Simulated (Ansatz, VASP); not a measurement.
## SrCl2 in VASP and in Ansatz

```xyz
3
Lattice="0.8496 3.9579 3.9579 3.9579 0.8496 3.9579 3.9579 3.9579 0.8496" Properties=species:S:1:pos:R:3 pbc="T T T"
Sr    0.0000    0.0000    0.0000
Cl    2.1914    2.1914    2.1914
Cl    6.5741    6.5741    6.5741
```

Alike in both runs: task single point; functional PBEsol; k mesh 6 × 6 × 6; occupations gaussian, width 0.05 eV; no spin polarisation.

```csv
,VASP,Ansatz
version,VASP 6.6.1,Ansatz 0.2.0
potentials or method,"VASP PAW PBE potentials, release 64 (Sr_sv, Cl), cutoff 520 eV","scalar-relativistic, plane waves, PAW"
valence electrons in the cell,24,24
```

|  | VASP | Ansatz | Ansatz less VASP |
| --- | --- | --- | --- |
| gap on the k mesh at the Fermi level (eV) | 5.33 | 5.34 | +0.009 |
| least direct gap on the mesh (eV) | 5.33 | 5.34 | +0.009 |
| pressure (GPa) | 2.5 | 2.3 | -0.18 |
| traceless stress, the component that is largest in VASP (GPa) | -0.70 | -0.66 | +0.035 |
| rms of the force components (eV/Å) | 0.146 | 0.132 | -0.0135 |

VASP's potentials were made for PBE, not for PBEsol. Atom by atom the forces differ by 0.014 eV/Å (rms over components).
